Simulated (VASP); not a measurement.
# Si2Mo (I4/mmm) in VASP: further runs

Runs on Si2Mo. Level: LDA. Tasks: single point.

Program: VASP 6.6.1. These are calculated values, not measurements. Logs are shortened: lines on timing, memory, paths and dates and some standing lists are left out, and cuts for length are marked.

## (1) The cell of the first run

It takes space group I4/mmm (No. 139, tetragonal). Conventional cell: a = 3.135 Å, b = 3.135 Å, c = 7.701 Å, α = 90.00°, β = 90.00°, γ = 90.00°. Within 3.4 Å of Mo (site symmetry 4/mmm) lie 10 Si at 2.56 Å and 4 Mo at 3.13 Å. Si (site symmetry 4mm) has 9 Si at 2.56 to 3.13 Å and 5 Mo at 2.56 Å within 3.4 Å.

## (2) Single point, LDA (12.61 Å³/atom)

INCAR reads:

```
SYSTEM = Si2Mo
PREC = Accurate ; ENCUT = 520
EDIFF = 1E-6 ; ISMEAR = -1
SIGMA = 0.05 ; LREAL = .FALSE.
LASPH = .TRUE. ; NELM = 80
ALGO = Normal ; ISIF = 2
LWAVE = .FALSE. ; LCHARG = .FALSE.
GGA = CA ; NBANDS = 18
```

KPOINTS reads:

```
regular mesh
0
G
  12 12 12
  0 0 0
```

POSCAR reads:

```
Si2Mo
1.0
   -1.5673377739      1.5673377739      3.8502632003
    1.5673377739     -1.5673377739      3.8502632003
    1.5673377739      1.5673377739     -3.8502632003
Mo Si
1 2
Direct
    0.0000000000      0.0000000000      0.0000000000
    0.6670000000      0.6670000000      0.0000000000
    0.3330000000      0.3330000000      0.0000000000
```

Potentials or basis: VASP PAW LDA potentials, release 64 (Mo_sv, Si).

The run is started by

```sh
$ cat potpaw_LDA.64/Mo_sv/POTCAR potpaw_LDA.64/Si/POTCAR > POTCAR
$ mpirun -np 1 vasp_std > vasp.out
```

OUTCAR:

```text
SYSTEM = Si2Mo
   PREC = Accurate
   ENCUT = 520
   EDIFF = 1E-6
   ISMEAR = -1
   LREAL = .FALSE.
   LASPH = .TRUE.
   NELM = 80
   ISIF = 2
   GGA = CA

 ion  position               nearest neighbor table
   1  0.000  0.000  0.000-   2 2.56   3 2.56   2 2.56   3 2.56   2 2.56   3 2.56   3 2.56   2 2.56
                             2 2.56   3 2.56
   2  0.667  0.667  0.000-   3 2.56   3 2.56   3 2.56   3 2.56   1 2.56   1 2.56   1 2.56   1 2.56
                             1 2.56   3 2.57
   3  0.333  0.333  0.000-   2 2.56   2 2.56   2 2.56   2 2.56   1 2.56   1 2.56   1 2.56   1 2.56
                             1 2.56   2 2.57

  LATTYP: Found a body centered tetragonal cell.
 ALAT       =     3.1346755478
 C/A-ratio  =     2.4565625001

  Lattice vectors:

 A1 = (  -1.5673377739,   1.5673377739,   3.8502632003)
 A2 = (   1.5673377739,  -1.5673377739,   3.8502632003)
 A3 = (   1.5673377739,   1.5673377739,  -3.8502632003)

Analysis of symmetry for initial positions (statically):
=====================================================================
 Subroutine PRICEL returns:
 Original cell was already a primitive cell.

 Routine SETGRP: Setting up the symmetry group for a
 body centered tetragonal supercell.

 Subroutine GETGRP returns: Found 16 space group operations
 (whereof 16 operations were pure point group operations)
 out of a pool of 16 trial point group operations.

The static configuration has the point symmetry D_4h.

Analysis of symmetry for dynamics (positions and initial velocities):
=====================================================================
 Subroutine PRICEL returns:
 Original cell was already a primitive cell.

 Routine SETGRP: Setting up the symmetry group for a
 body centered tetragonal supercell.

 Subroutine GETGRP returns: Found 16 space group operations
 (whereof 16 operations were pure point group operations)
 out of a pool of 16 trial point group operations.

The dynamic configuration has the point symmetry D_4h.

 Subroutine INISYM returns: Found 16 space group operations
 (whereof 16 operations are pure point group operations),
 and found     1 'primitive' translations

----------------------------------------------------------------------------------------

                                     Primitive cell

  volume of cell :      37.8334

  direct lattice vectors                    reciprocal lattice vectors
    -1.567337774  1.567337774  3.850263200     0.000000000  0.319012282  0.129861252
     1.567337774 -1.567337774  3.850263200     0.319012282  0.000000000  0.129861252
     1.567337774  1.567337774 -3.850263200     0.319012282  0.319012282  0.000000000

  length of vectors
     4.442704369  4.442704369  4.442704369     0.344431097  0.344431097  0.451151496

  position of ions in fractional coordinates (direct lattice)
     0.000000000  0.000000000  0.000000000
     0.667000000  0.667000000  0.000000000
     0.333000000  0.333000000  0.000000000

  ion indices of the primitive-cell ions
   primitive index   ion index
                 1           1
                 2           2
                 3           3

----------------------------------------------------------------------------------------

 KPOINTS: regular mesh

Automatic generation of k-mesh.
 Grid dimensions read from file:
 generate k-points for:   12   12   12

 Generating k-lattice:

  Cartesian coordinates                     Fractional coordinates (reciprocal lattice)
     0.000000000  0.026584357  0.010821771     0.083333333 -0.000000000  0.000000000
     0.026584357  0.000000000  0.010821771    -0.000000000  0.083333333  0.000000000
     0.026584357  0.026584357  0.000000000     0.000000000  0.000000000  0.083333333

  Length of vectors
     0.028702591  0.028702591  0.037595958

  Shift w.r.t. Gamma in fractional coordinates (k-lattice)
     0.000000000  0.000000000  0.000000000

 Subroutine IBZKPT returns following result:
 ===========================================

 Found    163 irreducible k-points:

 Following reciprocal coordinates:
            Coordinates               Weight
  0.000000  0.000000  0.000000      1.000000
  0.083333  0.000000 -0.000000      8.000000
  0.166667  0.000000 -0.000000      8.000000
  0.250000  0.000000 -0.000000      8.000000
  0.333333  0.000000 -0.000000      8.000000
  0.416667  0.000000 -0.000000      8.000000
[... 16 lines left out ...]
  0.500000  0.166667 -0.000000     16.000000
 -0.416667  0.166667  0.000000     16.000000
 [... further k-points ...]
   k-points           NKPTS =    163   k-points in BZ     NKDIM =    163   number of bands    NBANDS=     18
   number of dos      NEDOS =    301   number of ions     NIONS =      3
   total plane-waves  NPLWV =  46656
   dimension x,y,z NGX =    36 NGY =   36 NGZ =   36
   dimension x,y,z NGXF=    72 NGYF=   72 NGZF=   72
   ions per type =               1   2
   NGX,Y,Z   is equivalent  to a cutoff of  13.47, 13.47, 13.47 a.u.
   NGXF,Y,Z  is equivalent  to a cutoff of  26.94, 26.94, 26.94 a.u.
 SYSTEM =  Si2Mo
   PREC   = accura    normal or accurate (medium, high low for compatibility)
   ISTART =      0    job   : 0-new  1-cont  2-samecut
   ICHARG =      2    charge: 1-file 2-atom 10-const
   ISPIN  =      1    spin polarized calculation?
   LNONCOLLINEAR =      F non collinear calculations
   LSORBIT =      F    spin-orbit coupling
   LASPH  =      T    aspherical Exc in radial PAW
   ENCUT  =  520.0 eV  38.22 Ry    6.18 a.u.   8.26  8.26  8.26*2*pi/ulx,y,z
   NELM   =     80;   NELMIN=  2; NELMDL= -5     # of ELM steps
   EDIFF  = 0.1E-05   stopping-criterion for ELM
   LREAL  =      F    real-space projection
   EDIFFG = 0.1E-04   stopping-criterion for IOM
   NSW    =      0    number of steps for IOM
   IBRION =     -1    ionic relax: 0-MD 1-quasi-New 2-CG
   NFREE  =      0    steps in history (QN), initial steepest desc. (CG)
   ISIF   =      2    stress and relaxation
   ISYM   =      2    0-nonsym 1-usesym 2-fastsym
   POTIM  = 0.5000    time-step for ionic-motion
   TEBEG  =    0.0;   TEEND  =   0.0 temperature during run
   PSTRESS=    0.0 pullay stress
   NELECT =      22.0000    total number of electrons
   NUPDOWN=      -1.0000    fix difference up-down
   EMIN   =  10.00;   EMAX   =-10.00  energy-range for DOS
   EFERMI =   0.00;   METHOD = LEGACY
   ISMEAR =    -1;   SIGMA  =   0.05  broadening in eV -4-tet -1-fermi 0-gaus
   EFERMI_NEDOS =   21; number of points for ismear=-14 and -15
   IALGO  =     38    algorithm
   IMIX   =      4    mixing-type and parameters
     AMIX     =   0.40;   BMIX     =  1.00
     AMIX_MAG =   1.60;   BMIX_MAG =  1.00
  volume/ion in A,a.u.               =      12.61        85.10
  Fermi-wavevector in a.u.,A,eV,Ry     =   1.366440  2.582197 25.404225  1.867158
  Thomas-Fermi vector in A             =   2.492580
   LORBIT       =      0    0 simple, 1 ext, 2 COOP (PROOUT), +10 PAW based schemes
   GGA     = CA    functional components
   LHFCALC =     F    Hartree Fock is set to
   AEXX    =    0.0000 exact exchange contribution
   IVDW    =     0    specifies the selected vdW correction
   LEPSILON=     F    determine dielectric tensor
   LRPA    =     F    only Hartree local field effects (RPA)
 non-spin polarized calculation
  energy-cutoff  :      520.00
  volume of cell :       37.83
 maximum number of plane-waves:      1034
 NGX is ok and might be reduce to    36
   NGX = 17   NGY = 17   NGZ = 17

 number of electron      22.0000000 magnetization

 Free energy of the ion-electron system (eV)
  ---------------------------------------------------
  ext. energy  EPLUGINS =         0.00000000
  ---------------------------------------------------
  free energy    TOTEN  =       -25.77527514 eV

  energy without entropy =      -25.77319150  energy(sigma->0) =      -25.77423332

 E-fermi :  13.1629     XC(G=0): -12.8461

 val. band max:       13.0974188998   @ k =  -0.3333  -0.4167   0.3333
 cond. band min:      13.2078623891   @ k =   0.0833   0.0000  -0.0000
 fundamental gap:      0.1104434893
 Fermi energy:        13.1628975781

 k-point     1 :       0.0000    0.0000    0.0000
  band No.  band energies     occupation
      1     -47.1521      2.00000
      2     -21.5576      2.00000
      3     -21.4138      2.00000
      4     -21.4138      2.00000
      5      -0.7248      2.00000
      6       6.4447      2.00000
[... 10 lines left out ...]
     17      18.5506      0.00000
     18      18.5506      0.00000

 k-point     2 :       0.0833    0.0000   -0.0000
  band No.  band energies     occupation
      1     -47.1504      2.00000
      2     -21.5559      2.00000
      3     -21.4364      2.00000
      4     -21.4117      2.00000
      5      -0.5915      2.00000
      6       6.4698      2.00000
[... 10 lines left out ...]
     17      18.6670      0.00000
     18      19.2756      0.00000

 k-point     3 :       0.1667    0.0000   -0.0000
  band No.  band energies     occupation
      1     -47.1457      2.00000
      2     -21.5515      2.00000
      3     -21.4978      2.00000
      4     -21.4060      2.00000
      5      -0.1993      2.00000
      6       6.4765      2.00000
[... 10 lines left out ...]
     17      19.3906      0.00000
     18      20.6962      0.00000

 k-point     4 :       0.2500    0.0000   -0.0000
  band No.  band energies     occupation
      1     -47.1393      2.00000
      2     -21.5813      2.00000
      3     -21.5446      2.00000
      4     -21.3981      2.00000
      5       0.4290      2.00000
      6       6.1815      2.00000
[... 10 lines left out ...]
     17      20.4912      0.00000
     18      22.3341      0.00000

 k-point     5 :       0.3333    0.0000   -0.0000
  band No.  band energies     occupation
      1     -47.1329      2.00000
      2     -21.6629      2.00000
      3     -21.5385      2.00000
      4     -21.3903      2.00000
      5       1.2575      2.00000
      6       5.4060      2.00000
[... 10 lines left out ...]
     17      20.4865      0.00000
     18      22.6904      0.00000

 k-point     6 :       0.4167    0.0000   -0.0000
  band No.  band energies     occupation
      1     -47.1282      2.00000
      2     -21.7221      2.00000
      3     -21.5338      2.00000
      4     -21.3845      2.00000
      5       2.2353      2.00000
      6       4.4073      2.00000
[... 10 lines left out ...]
     17      19.9878      0.00000
     18      21.2615      0.00000

 k-point     7 :       0.5000    0.0000   -0.0000
  band No.  band energies     occupation
      1     -47.1264      2.00000
      2     -21.7436      2.00000
      3     -21.5321      2.00000
      4     -21.3824      2.00000
      5       3.1701      2.00000
      6       3.4625      2.00000
[... 10 lines left out ...]
     17      19.8115      0.00000
     18      20.4714      0.00000

 k-point     8 :       0.0833    0.0833   -0.0000
  band No.  band energies     occupation
      1     -47.1487      2.00000
      2     -21.5553      2.00000
      3     -21.4360      2.00000
      4     -21.4326      2.00000
      5      -0.4215      2.00000
      6       6.3373      2.00000
[... 10 lines left out ...]
     17      19.2534      0.00000
     18      19.4838      0.00000
[... 229 lines left out ...]
     17      20.1922      0.00000
     18      21.2298      0.00000

 k-point    20 :       0.2500    0.1667   -0.0000
  band No.  band energies     occupation
      1     -47.1330      2.00000
      2     -21.5716      2.00000
      3     -21.5403      2.00000
      4     -21.4792      2.00000
      5       1.0833      2.00000
      6       5.7342      2.00000
[... 10 lines left out ...]
     17      20.3276      0.00000
     18      22.0499      0.00000

 k-point    21 :       0.3333    0.1667    0.0000
  band No.  band energies     occupation
      1     -47.1266      2.00000
      2     -21.6513      2.00000
      3     -21.5332      2.00000
      4     -21.4702      2.00000
      5       1.8965      2.00000
      6       5.2326      2.00000
[... 10 lines left out ...]
     17      20.9578      0.00000
     18      22.0475      0.00000

 k-point    22 :       0.4167    0.1667   -0.0000
  band No.  band energies     occupation
      1     -47.1220      2.00000
      2     -21.7093      2.00000
      3     -21.5267      2.00000
      4     -21.4634      2.00000
      5       2.8288      2.00000
      6       4.3902      2.00000
[... 10 lines left out ...]
     17      20.8639      0.00000
     18      22.4276      0.00000

 k-point    23 :       0.5000    0.1667   -0.0000
  band No.  band energies     occupation
      1     -47.1204      2.00000
      2     -21.7304      2.00000
      3     -21.5229      2.00000
      4     -21.4608      2.00000
      5       3.3701      2.00000
      6       3.8341      2.00000
[... 10 lines left out ...]
     17      21.0264      0.00000
     18      22.3195      0.00000

 k-point    24 :      -0.4167    0.1667    0.0000
  band No.  band energies     occupation
      1     -47.1221      2.00000
      2     -21.7091      2.00000
      3     -21.5231      2.00000
      4     -21.4632      2.00000
      5       2.3524      2.00000
      6       4.8819      2.00000
[... 10 lines left out ...]
     17      20.8121      0.00000
     18      21.8025      0.00000

 [... further k-points ...]

------------------------ aborting loop because EDIFF is reached ----------------------------------------

  FORCE on cell =-STRESS in cart. coord.  units (eV):
  Direction    XX          YY          ZZ          XY          YZ          ZX
  --------------------------------------------------------------------------------------
  -------------------------------------------------------------------------------------
  Total        2.1168101      2.1168101      2.1267385      0.0000000      0.0000000      0.0000000
  in kB       89.6431015     89.6431015     90.0635494      0.0000000      0.0000000      0.0000000
  external PRESSURE =      89.7832508 kB  Pullay stress =       0.0000000 kB

 VOLUME and BASIS-vectors are now :
 -----------------------------------------------------------------------------
  energy-cutoff  :      520.00
  volume of cell :       37.83
      direct lattice vectors                 reciprocal lattice vectors
    -1.567337774  1.567337774  3.850263200     0.000000000  0.319012282  0.129861252
     1.567337774 -1.567337774  3.850263200     0.319012282  0.000000000  0.129861252
     1.567337774  1.567337774 -3.850263200     0.319012282  0.319012282  0.000000000

 POSITION                                       TOTAL-FORCE (eV/Angst)
 -----------------------------------------------------------------------------------
      0.00000      0.00000      0.00000        -0.000000     -0.000000     -0.000000
      0.00000      0.00000      5.13625        -0.000000     -0.000000     -0.265395
      0.00000      0.00000      2.56428         0.000000      0.000000      0.265395
 -----------------------------------------------------------------------------------
    total drift:                                0.000000      0.000000     -0.000000

  FREE ENERGIE OF THE ION-ELECTRON SYSTEM (eV)
  ---------------------------------------------------
  free  energy   TOTEN  =       -25.7752751445 eV

  energy  without entropy=      -25.7731914985  energy(sigma->0) =      -25.77423332
```

Run time: 66 s. Hardware: 1 thread of Intel Xeon 6975P-C (Granite Rapids), shared host; peak memory 0.24 GiB.

Results:

* Free energy: -25.7753 eV
* Pressure: 9.0 GPa
* Largest force: 0.265 eV/Å
* Band gap on the k mesh: zero (bands 11 and 12 overlap by 1.06 eV)

Forces on the atoms (eV/Å):
```
Mo   0.000  0.000  0.000
Si   0.000  0.000 -0.265
Si   0.000  0.000  0.265
```

Caveat: the cell stands under pressure.

[end of part 1 of 3]
